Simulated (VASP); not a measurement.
# K (Pm-3m) in VASP: a series of runs, part 2 of 2

VASP 6.6.1.

### 4 Single point, PBE

This run uses another cell than the first one, of 79.64 Å³/atom, 1.053 times its volume.

Contents of INCAR:

```
  PREC = Accurate
  ENCUT = 520
  EDIFF = 1E-7
  ISMEAR = -1
  SIGMA = 0.08
  LREAL = F
  LASPH = T
  NELM = 100
  ALGO = Normal
  ISIF = 2
  LWAVE = F
  LCHARG = F
  GGA = PE
  NBANDS = 10
```

Contents of KPOINTS:

```
Automatic mesh
0
Gamma
  10 10 10
```

Contents of POSCAR:

```
K
1.0
    4.3024208470      0.0000000000      0.0000000000
    0.0000000000      4.3024208470      0.0000000000
    0.0000000000      0.0000000000      4.3024208470
K
1
Direct
    0.0000000000      0.0000000000      0.0000000000
```

Potentials or basis: VASP PAW PBE potentials, release 64 (K_sv).

On the command line:

```console
> cat potpaw_PBE.64/K_sv/POTCAR > POTCAR
> mpirun -np 1 vasp_std > vasp.out
```

OUTCAR:

```text
PREC = Accurate
   ENCUT = 520
   EDIFF = 1E-7
   ISMEAR = -1
   LREAL = F
   LASPH = T
   NELM = 100
   ISIF = 2
   GGA = PE

 ion  position               nearest neighbor table
   1  0.000  0.000  0.000-

  LATTYP: Found a simple cubic cell.
 ALAT       =     4.3024208470

  Lattice vectors:

 A1 = (   4.3024208470,   0.0000000000,   0.0000000000)
 A2 = (   0.0000000000,   4.3024208470,   0.0000000000)
 A3 = (   0.0000000000,   0.0000000000,   4.3024208470)

Analysis of symmetry for initial positions (statically):
=====================================================================
 Subroutine PRICEL returns:
 Original cell was already a primitive cell.

 Routine SETGRP: Setting up the symmetry group for a
 simple cubic supercell.

 Subroutine GETGRP returns: Found 48 space group operations
 (whereof 48 operations were pure point group operations)
 out of a pool of 48 trial point group operations.

The static configuration has the point symmetry O_h .

Analysis of symmetry for dynamics (positions and initial velocities):
=====================================================================
 Subroutine PRICEL returns:
 Original cell was already a primitive cell.

 Routine SETGRP: Setting up the symmetry group for a
 simple cubic supercell.

 Subroutine GETGRP returns: Found 48 space group operations
 (whereof 48 operations were pure point group operations)
 out of a pool of 48 trial point group operations.

The dynamic configuration has the point symmetry O_h .

 Subroutine INISYM returns: Found 48 space group operations
 (whereof 48 operations are pure point group operations),
 and found     1 'primitive' translations

----------------------------------------------------------------------------------------

                                     Primitive cell

  volume of cell :      79.6414

  direct lattice vectors                    reciprocal lattice vectors
     4.302420847  0.000000000  0.000000000     0.232427286  0.000000000  0.000000000
     0.000000000  4.302420847  0.000000000     0.000000000  0.232427286  0.000000000
     0.000000000  0.000000000  4.302420847     0.000000000  0.000000000  0.232427286

  length of vectors
     4.302420847  4.302420847  4.302420847     0.232427286  0.232427286  0.232427286

  position of ions in fractional coordinates (direct lattice)
     0.000000000  0.000000000  0.000000000

  ion indices of the primitive-cell ions
   primitive index   ion index
                 1           1

----------------------------------------------------------------------------------------

 KPOINTS: Automatic mesh

Automatic generation of k-mesh.
 Grid dimensions read from file:
 generate k-points for:   10   10   10

 Generating k-lattice:

  Cartesian coordinates                     Fractional coordinates (reciprocal lattice)
     0.023242729  0.000000000  0.000000000     0.100000000  0.000000000  0.000000000
     0.000000000  0.023242729  0.000000000     0.000000000  0.100000000  0.000000000
     0.000000000  0.000000000  0.023242729     0.000000000  0.000000000  0.100000000

  Length of vectors
     0.023242729  0.023242729  0.023242729

  Shift w.r.t. Gamma in fractional coordinates (k-lattice)
     0.000000000  0.000000000  0.000000000

 Subroutine IBZKPT returns following result:
 ===========================================

 Found     56 irreducible k-points:

 Following reciprocal coordinates:
            Coordinates               Weight
  0.000000  0.000000  0.000000      1.000000
  0.100000  0.000000  0.000000      6.000000
  0.200000  0.000000  0.000000      6.000000
  0.300000  0.000000  0.000000      6.000000
  0.400000  0.000000  0.000000      6.000000
  0.500000  0.000000  0.000000      3.000000
[... 16 lines left out ...]
  0.200000  0.100000  0.100000     24.000000
  0.300000  0.100000  0.100000     24.000000
 [... further k-points ...]
   k-points           NKPTS =     56   k-points in BZ     NKDIM =     56   number of bands    NBANDS=     10
   number of dos      NEDOS =    301   number of ions     NIONS =      1
   total plane-waves  NPLWV =  32768
   dimension x,y,z NGX =    32 NGY =   32 NGZ =   32
   dimension x,y,z NGXF=    64 NGYF=   64 NGZF=   64
   ions per type =               1
   NGX,Y,Z   is equivalent  to a cutoff of  12.36, 12.36, 12.36 a.u.
   NGXF,Y,Z  is equivalent  to a cutoff of  24.73, 24.73, 24.73 a.u.
 SYSTEM =  unknown system
   PREC   = accura    normal or accurate (medium, high low for compatibility)
   ISTART =      0    job   : 0-new  1-cont  2-samecut
   ICHARG =      2    charge: 1-file 2-atom 10-const
   ISPIN  =      1    spin polarized calculation?
   LNONCOLLINEAR =      F non collinear calculations
   LSORBIT =      F    spin-orbit coupling
   LASPH  =      T    aspherical Exc in radial PAW
   ENCUT  =  520.0 eV  38.22 Ry    6.18 a.u.   8.00  8.00  8.00*2*pi/ulx,y,z
   NELM   =    100;   NELMIN=  2; NELMDL= -5     # of ELM steps
   EDIFF  = 0.1E-06   stopping-criterion for ELM
   LREAL  =      F    real-space projection
   EDIFFG = 0.1E-05   stopping-criterion for IOM
   NSW    =      0    number of steps for IOM
   IBRION =     -1    ionic relax: 0-MD 1-quasi-New 2-CG
   NFREE  =      0    steps in history (QN), initial steepest desc. (CG)
   ISIF   =      2    stress and relaxation
   ISYM   =      2    0-nonsym 1-usesym 2-fastsym
   POTIM  = 0.5000    time-step for ionic-motion
   TEBEG  =    0.0;   TEEND  =   0.0 temperature during run
   PSTRESS=    0.0 pullay stress
   NELECT =       9.0000    total number of electrons
   NUPDOWN=      -1.0000    fix difference up-down
   EMIN   =  10.00;   EMAX   =-10.00  energy-range for DOS
   EFERMI =   0.00;   METHOD = LEGACY
   ISMEAR =    -1;   SIGMA  =   0.08  broadening in eV -4-tet -1-fermi 0-gaus
   EFERMI_NEDOS =   21; number of points for ismear=-14 and -15
   IALGO  =     38    algorithm
   IMIX   =      4    mixing-type and parameters
     AMIX     =   0.40;   BMIX     =  1.00
     AMIX_MAG =   1.60;   BMIX_MAG =  1.00
  volume/ion in A,a.u.               =      79.64       537.45
  Fermi-wavevector in a.u.,A,eV,Ry     =   0.791485  1.495690  8.523353  0.626449
  Thomas-Fermi vector in A             =   1.897035
   LORBIT       =      0    0 simple, 1 ext, 2 COOP (PROOUT), +10 PAW based schemes
   GGA     = PE    functional components
   LHFCALC =     F    Hartree Fock is set to
   AEXX    =    0.0000 exact exchange contribution
   IVDW    =     0    specifies the selected vdW correction
   LEPSILON=     F    determine dielectric tensor
   LRPA    =     F    only Hartree local field effects (RPA)
 non-spin polarized calculation
  energy-cutoff  :      520.00
  volume of cell :       79.64
 maximum number of plane-waves:      2184
 NGX is ok and might be reduce to    32
   NGX = 15   NGY = 15   NGZ = 15

 number of electron       9.0000002 magnetization

 Free energy of the ion-electron system (eV)
  ---------------------------------------------------
  ext. energy  EPLUGINS =         0.00000000
  ---------------------------------------------------
  free energy    TOTEN  =        -0.95144930 eV

  energy without entropy =       -0.93503645  energy(sigma->0) =       -0.94324287

 E-fermi :  -0.2388     XC(G=0):  -5.4532

 val. band max:       -0.2654054031   @ k =   0.4000   0.2000   0.2000
 cond. band min:      -0.2034343053   @ k =   0.5000   0.1000   0.0000
 fundamental gap:      0.0619710979
 Fermi energy:        -0.2387906959

 k-point     1 :       0.0000    0.0000    0.0000
  band No.  band energies     occupation
      1     -32.6005      2.00000
      2     -16.0416      2.00000
      3     -16.0416      2.00000
      4     -16.0416      2.00000
      5      -2.3145      2.00000
      6       2.6320      0.00000
      7       2.6320      0.00000
      8       5.8907      0.00000
      9       5.8909      0.00000
     10       6.0263      0.00000
[... 287 lines left out ...]
 k-point    24 :       0.3000    0.1000    0.1000
  band No.  band energies     occupation
      1     -32.5970      2.00000
      2     -16.0955      2.00000
      3     -16.0444      2.00000
      4     -16.0438      2.00000
      5      -1.3307      2.00000
      6       1.5826      0.00000
      7       2.9223      0.00000
      8       4.2886      0.00000
      9       4.4512      0.00000
     10       5.5307      0.00000

 [... further k-points ...]

------------------------ aborting loop because EDIFF is reached ----------------------------------------

  FORCE on cell =-STRESS in cart. coord.  units (eV):
  Direction    XX          YY          ZZ          XY          YZ          ZX
  --------------------------------------------------------------------------------------
  -------------------------------------------------------------------------------------
  Total       -0.0095331     -0.0095331     -0.0095331      0.0000000     -0.0000000      0.0000000
  in kB       -0.1917803     -0.1917803     -0.1917803      0.0000000     -0.0000000      0.0000000
  external PRESSURE =      -0.1917803 kB  Pullay stress =       0.0000000 kB

 VOLUME and BASIS-vectors are now :
 -----------------------------------------------------------------------------
  energy-cutoff  :      520.00
  volume of cell :       79.64
      direct lattice vectors                 reciprocal lattice vectors
     4.302420847  0.000000000  0.000000000     0.232427286  0.000000000  0.000000000
     0.000000000  4.302420847  0.000000000     0.000000000  0.232427286  0.000000000
     0.000000000  0.000000000  4.302420847     0.000000000  0.000000000  0.232427286

 POSITION                                       TOTAL-FORCE (eV/Angst)
 -----------------------------------------------------------------------------------
      0.00000      0.00000      0.00000         0.000000      0.000000      0.000000
 -----------------------------------------------------------------------------------
    total drift:                                0.000000     -0.000000      0.000000

  FREE ENERGIE OF THE ION-ELECTRON SYSTEM (eV)
  ---------------------------------------------------
  free  energy   TOTEN  =        -0.9514492962 eV

  energy  without entropy=       -0.9350364502  energy(sigma->0) =       -0.94324287
```

OSZICAR:

```text
N       E                     dE             d eps       ncg     rms          rms(c)
DAV:   1     0.446698453580E+02    0.44670E+02   -0.34370E+03  1120   0.669E+02
DAV:   2     0.721155828176E+00   -0.43949E+02   -0.43350E+02  1188   0.186E+02
DAV:   3    -0.890292779750E+00   -0.16114E+01   -0.16078E+01  1710   0.283E+01
DAV:   4    -0.951378243322E+00   -0.61085E-01   -0.60913E-01  1530   0.469E+00
DAV:   5    -0.952714300108E+00   -0.13361E-02   -0.13351E-02  1732   0.527E-01    0.176E+00
DAV:   6    -0.951897385835E+00    0.81691E-03   -0.17003E-03  1720   0.262E-01    0.110E+00
DAV:   7    -0.951396590012E+00    0.50080E-03   -0.33548E-03  1620   0.350E-01    0.711E-02
DAV:   8    -0.951441686581E+00   -0.45097E-04   -0.23922E-04  1530   0.155E-01    0.278E-02
DAV:   9    -0.951452019823E+00   -0.10333E-04   -0.20203E-05  1686   0.349E-02    0.137E-02
DAV:  10    -0.951449379194E+00    0.26406E-05   -0.72596E-06  1550   0.221E-02    0.214E-03
DAV:  11    -0.951449296155E+00    0.83038E-07   -0.31171E-07  1572   0.315E-03
   1 F= -.95144930E+00 E0= -.94324287E+00  d E =-.164128E-01
```

stdout:

```text
POSCAR found type information on POSCAR K
 POSCAR found :  1 types and       1 ions
 scaLAPACK will be used
 LDA part: xc-table for (Slater+PW92), standard interpolation
 POSCAR, INCAR and KPOINTS ok, starting setup
 FFT: planning ... GRIDC
 FFT: planning ... GRID_SOFT
 FFT: planning ... GRID
 WAVECAR not read
 entering main loop
```

Run time: 20 s. Hardware: 1 thread of Intel Xeon 6975P-C, shared host; peak memory 0.19 GiB.

Results:

```
Free energy : -0.9514 eV
Pressure    : 0.0 GPa
```

Levels at points of the mesh, in eV from the Fermi level:
```csv
k point,band 1,band 2,band 3,band 4,band 5,band 6,band 7,band 8,band 9
"(0.00, 0.00, 0.00)",-32.36,-15.80,-15.80,-15.80,-2.08,2.87,2.87,6.13,6.13
"(0.50, 0.00, 0.00)",-32.36,-15.89,-15.80,-15.80,-0.07,0.16,3.47,4.63,4.63
"(0.50, 0.50, 0.00)",-32.35,-15.88,-15.88,-15.79,1.12,2.05,2.13,2.13,5.06
"(0.50, 0.50, 0.50)",-32.35,-15.87,-15.87,-15.87,2.27,2.27,2.27,4.24,4.27
```

### 5 Relaxation of cell and atoms, PBE

This run uses another cell than the first one, of 79.64 Å³/atom, 1.053 times its volume.

Contents of INCAR:

```
  PREC = Accurate
  ENCUT = 600
  EDIFF = 1E-6
  ISMEAR = -1
  SIGMA = 0.08
  LREAL = F
  LASPH = T
  NELM = 100
  ALGO = Normal
  ISIF = 3
  LWAVE = F
  LCHARG = F
  GGA = PE
  IBRION = 2
  NSW = 60
  EDIFFG = -0.005
```

KPOINTS is that of step 4.

POSCAR is that of step 4.

On the command line:

```console
> cat potpaw_PBE.64/K_sv/POTCAR > POTCAR
> mpirun -np 1 vasp_std > vasp.out
```

Run time: 39 s. Hardware: 1 thread of Intel Xeon 6975P-C, shared host; peak memory 0.23 GiB.

It converged, with:

```yaml
Free_energy: -0.9515 eV
Relaxed_volume: 79.58 Å³/atom
Relaxed_cell: a = 4.301 Å, b = 4.301 Å, c = 4.301 Å, α = 90.00°, β = 90.00°, γ = 90.00°
Space_group_after_relaxing_to_0.05_Å: Pm-3m (No. 221)
Energy_gained_by_relaxing: 0.0 meV/atom
Ionic_steps: 2
Pressure_after_relaxing: 0.0 GPa
```

Final structure:
```
K
1.0
     4.30131    0.00000    0.00000
     0.00000    4.30131    0.00000
     0.00000    0.00000    4.30131
K
1
Direct
  0.00000 0.00000 0.00000
```

Levels at points of the mesh, in eV from the Fermi level:
```csv
k point,band 2,band 3,band 4,band 5,band 6,band 7
"(0.00, 0.00, 0.00)",-15.80,-15.80,-15.80,-2.08,2.87,2.87
"(0.50, 0.00, 0.00)",-15.89,-15.80,-15.80,-0.07,0.16,3.48
"(0.50, 0.50, 0.00)",-15.88,-15.88,-15.79,1.12,2.05,2.13
"(0.50, 0.50, 0.50)",-15.87,-15.87,-15.87,2.27,2.27,2.27
```

### 6 Summary

```csv
task,cell,cutoff (eV),gap on the mesh (eV),pressure (GPa)
single point,"a = 4.229 Å, 1 atom",520,none,0.1
single point,"a = 4.302 Å, 1 atom",520,none,0.0
relaxation of cell and atoms,"relaxed from a = 4.302 Å, 1 atom",600,none,0.0
```

Alike in all rows: level PBE; potentials or basis VASP PAW PBE potentials, release 64 (K_sv); no spin polarisation; k mesh 10 × 10 × 10; smearing fermi-dirac 0.08 eV.

Absolute energies hang on the potentials; compare differences alone.
